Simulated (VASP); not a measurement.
A run of VASP 6.6.1:

INCAR

```
ALGO = Normal ; EDIFF = 1E-6
EDIFFG = -0.01 ; ENCUT = 600
GGA = PE ; IBRION = 2
ISIF = 3 ; ISMEAR = -1
LASPH = T ; LCHARG = F
LREAL = F ; LWAVE = F
NELM = 80 ; NSW = 80
PREC = Accurate ; SIGMA = 0.1
```

File KPOINTS:

```
k-points
0
Gamma
  7 7 10
```

File POSCAR:

```
Mg
1.0
    5.0827995274      0.0000000000      0.0000000000
   -2.5413997637      4.4018335130      0.0000000000
    0.0000000000      0.0000000000      3.1157561103
Mg
3
Direct
    0.0000000000      0.0000000000      0.0000000000
    0.3333333333      0.6666666667      0.5000000000
    0.6666666667      0.3333333333      0.5000000000
```

Potentials or basis: VASP PAW PBE potentials, release 64 (Mg).

The run is started by

```bash
$ cat potpaw_PBE.64/Mg/POTCAR > POTCAR
$ mpirun -np 1 vasp_std > vasp.out
```

Hardware: 1 thread of Intel(R) Xeon(R) 6975P-C (Granite Rapids), with other jobs on the host.

Q: Estimate the wall time of this run.

A: It took 35 s on 1 thread of Intel(R) Xeon(R) 6975P-C (Granite Rapids), on a shared host, peak memory 0.21 GiB. Counts: scf iterations 18, k points 48, ion steps 3.
